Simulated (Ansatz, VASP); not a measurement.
CO2: VASP beside Ansatz

```xyz
3
Lattice="11.0000 0.0000 0.0000 0.0000 11.0000 0.0000 0.0000 0.0000 11.0000" Properties=species:S:1:pos:R:3 pbc="T T T"
C     5.5000    5.5000    5.5000
O     5.5000    5.5000    6.6600
O     5.5000    5.5000    4.3400
```

Alike in both runs: task single point; functional PBE0; k mesh 1 × 1 × 1; no spin polarisation.

```csv
,VASP,Ansatz
version,VASP 6.6.1,Ansatz 0.2.0
potentials or method,"VASP PAW PBE potentials, release 64 (C_h, O_h)","scalar-relativistic, plane waves, PAW"
plane-wave cutoff (eV),1000,420
occupations,"gaussian, width 0.01 eV",fixed
valence electrons in the cell,16,16
```

Ansatz gave:

* gap on the k mesh at the Fermi level (eV): 10.20
* rms of the force components (eV/Å): 0.219

Problem. What did VASP give for the same quantities?

Solution. gap on the k mesh at the Fermi level (eV): 10.21; rms of the force components (eV/Å): 0.184.

Atom by atom the forces differ by 0.035 eV/Å (rms over components).
